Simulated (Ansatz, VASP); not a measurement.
# MgO: VASP beside Ansatz

```xyz
4
Lattice="3.5213 0.0000 0.0000 -1.7607 3.0495 0.0000 0.0000 0.0000 4.1546" Properties=species:S:1:pos:R:3 pbc="T T T"
Mg    1.7607    1.0165    3.1160
Mg    0.0000    2.0330    1.0387
O     1.7607    1.0165    1.0387
O     0.0000    2.0330    3.1160
```

Alike in both runs: task single point; functional PBE; k mesh 9 × 9 × 6; occupations gaussian, width 0.05 eV; no spin polarisation.

|  | VASP | Ansatz |
| --- | --- | --- |
| version | VASP 6.6.1 | Ansatz 0.2.0 |
| potentials or method | VASP PAW PBE potentials, release 64 (Mg, O), cutoff 520 eV | scalar-relativistic, plane waves, PAW |
| valence electrons in the cell | 16 | 32 |

|  | VASP | Ansatz | Ansatz less VASP |
| --- | --- | --- | --- |
| gap on the k mesh at the Fermi level (eV) | 3.39 | 3.41 | +0.021 |
| least direct gap on the mesh (eV) | 3.39 | 3.41 | +0.021 |
| pressure (GPa) | 2.2 | 2.8 | +0.64 |
| traceless stress, the component that is largest in VASP (GPa) | 2.39 | 2.50 | +0.101 |

The functional is the same, so the differences come from potentials, cutoffs and numerics. VASP's potentials hold 16 valence electrons a cell and Ansatz's 32, so a difference there can come from the potentials and not from the codes.
